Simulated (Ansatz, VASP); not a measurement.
# Two plane-wave programs on Si6W

File INCAR:

```
ALGO = Fast
DIPOL = 0.5 0.5 0.500
EDIFF = 1E-7
ENCUT = 520
GGA = PS
IDIPOL = 3
ISIF = 2
ISMEAR = 0
ISPIN = 2
LASPH = True
LCHARG = False
LDIPOL = True
LMAXMIX = 4
LORBIT = 11
LREAL = False
LWAVE = False
MAGMOM = 0 0 0 0 0 0 4
NBANDS = 32
NELM = 150
PREC = Accurate
SIGMA = 0.05
```

File KPOINTS:

```
k-points
0
Gamma
  9 9 1
```

Contents of POSCAR:

```
Si6W
1.0
    3.8248883545      0.0000000000      0.0000000000
   -1.9124441773      3.3124504817      0.0000000000
    0.0000000000      0.0000000000     26.1211317213
Si W
6 1
Direct
    0.6666666667      0.3333333333      0.3254070340
    0.3333333333      0.6666666667      0.3559122531
    0.3333333333      0.6666666667      0.4464642100
    0.6666666667      0.3333333333      0.4756407863
    0.6666666667      0.3333333333      0.5672640819
    0.3333333333      0.6666666667      0.5929366410
    1.0000000000      1.0000000000      0.7335290673
```

Input for Ansatz:

```yaml
crystal:
  lattice:
    - [3.8248883545, 0.0, 0.0]
    - [-1.9124441773, 3.3124504817, 0.0]
    - [0.0, 0.0, 26.1211317213]
  atoms:
    - { symbol: Si, position: [0.6666666667, 0.3333333333, 0.325407034] }
    - { symbol: Si, position: [0.3333333333, 0.6666666667, 0.3559122531] }
    - { symbol: Si, position: [0.3333333333, 0.6666666667, 0.44646421] }
    - { symbol: Si, position: [0.6666666667, 0.3333333333, 0.4756407863] }
    - { symbol: Si, position: [0.6666666667, 0.3333333333, 0.5672640819] }
    - { symbol: Si, position: [0.3333333333, 0.6666666667, 0.592936641] }
    - { symbol: W, position: [1.0, 1.0, 0.7335290673], spin: 4.0 }
basis:
  ecutwfc: 420
kpoints:
  mp_grid: { grid: [9, 9, 1] }
hamiltonian:
  xc: pbesol
scf:
  occupations: { method: gaussian, width: 0.05 }
output:
  forces: true
  stress: true
  eigenvalues: true
  populations: true
  write_density: true
  write_potential: true
  elf: true
  volumetric_format: npy
magnetization:
  spin_polarized: true
efield:
  axis: 3
  dipole_correction: true
  ramp_width: 0.04
```

Alike in both runs: task single point; functional PBEsol; k mesh 9 × 9 × 1; occupations gaussian, width 0.05 eV; collinear spin.

```csv
,VASP,Ansatz
version,VASP 6.6.1,Ansatz 0.2.0
potentials or method,"VASP PAW PBE potentials, release 64 (Si, W_sv), cutoff 520 eV","scalar-relativistic, plane waves, PAW"
valence electrons in the cell,38,38
```

|  | VASP | Ansatz | Ansatz less VASP |
| --- | --- | --- | --- |
| gap on the k mesh at the Fermi level (eV) | none | none | - |
| rms of the force components (eV/Å) | 0.258 | 0.258 | 0.0000 |
| net moment per atom (μB) | 0.63 | 0.63 | 0.000 |
| size of the moment on the site where the two differ most (μB) | 2.99 | 3.65 | +0.658 |

VASP's potentials were made for PBE, not for PBEsol. Site moments also hang on the region over which each program counts them. Atom by atom the forces differ by 0.003 eV/Å (rms over components). A gap of «none» marks a metal or a gap that the smearing closes. Ansatz's warnings: stability check not made, xc potential rough in thin density.

Neither program's run includes spin-orbit coupling.
